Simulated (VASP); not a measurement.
## MnO: single point with PBE+U

Crystal: MnO.

```
Mn O
1.0
     0.00000    2.23056    2.23056
     2.23056    0.00000    2.23056
     4.38996    4.38996    0.07116
Mn O
2 2
Direct
  0.00000 0.00000 0.00000
  0.00000 0.00000 0.50000
  0.50000 0.50000 0.25000
  0.50000 0.50000 0.75000
```

| Quantity | Value |
| --- | --- |
| Program | VASP 6.6.1 |
| Task | single point |
| Functional | PBE |
| Potentials or basis | VASP PAW PBE potentials, release 64 (Mn_sv, O) |
| Cutoff | 600 eV |
| k mesh | 12 × 12 × 6 |
| Occupations | gaussian, width 0.05 eV |
| Spin | collinear spin, antiferromagnetic start |
| Starting moments | [4.64, -4.64, 0.0, 0.0] μB |
| Hubbard terms | Mn d U = 3.9 eV |

The pressure is 4.3 GPa and the band gap on the k mesh is 1.77 eV. The net moment is 0.00 μB per cell. The site moments are Mn +4.44, -4.44; O +0.00 μB and the valence electrons inside the program's atomic spheres are Mn 12.88; O 5.01.

Levels at points of the mesh, in eV from the valence-band top:
Spin up:
| k point | band 17 | band 18 | band 19 | band 20 | band 21 | band 22 | band 23 | band 24 | band 25 | band 26 |
| --- | --- | --- | --- | --- | --- | --- | --- | --- | --- | --- |
| (0.00, 0.00, 0.00) | -1.93 | -1.93 | -1.78 | -0.63 | -0.63 | 1.77 | 4.59 | 4.63 | 4.63 | 5.44 |
| (0.50, 0.00, 0.00) | -2.85 | -2.21 | -1.88 | -0.37 | -0.26 | 3.68 | 5.43 | 5.58 | 5.59 | 6.01 |
| (0.00, 0.00, 0.50) | -2.66 | -2.66 | -2.06 | 0.00 | 0.00 | 3.71 | 4.16 | 4.55 | 4.55 | 5.00 |
| (0.50, 0.00, 0.50) | -2.75 | -2.21 | -1.73 | -0.49 | -0.23 | 3.42 | 5.27 | 5.57 | 5.72 | 5.93 |
Spin down:
```tsv
k point	band 19	band 20	band 21	band 22	band 23	band 24
(0.00, 0.00, 0.00)	-1.78	-0.63	-0.63	1.77	4.59	4.63
(0.50, 0.00, 0.00)	-1.88	-0.37	-0.26	3.68	5.43	5.58
(0.00, 0.00, 0.50)	-2.06	0.00	0.00	3.71	4.16	4.55
(0.50, 0.00, 0.50)	-1.73	-0.49	-0.23	3.42	5.27	5.57
```

Eigenvalues of the final occupation matrices:
```
    site  spin  trace               eigenvalues
site 1 d     1   4.60  0.90 0.91 0.91 0.94 0.94
site 1 d     2   0.17  0.02 0.02 0.02 0.06 0.06
site 2 d     1   0.17  0.02 0.02 0.02 0.06 0.06
site 2 d     2   4.60  0.90 0.91 0.91 0.94 0.94
```

Run time: 3.1 min on 1 thread of Intel(R) Xeon(R) 6975P-C (Granite Rapids) (shared host), peak memory 0.38 GiB.

Caveat: the cell stands under pressure. A k mesh can miss the band edges.
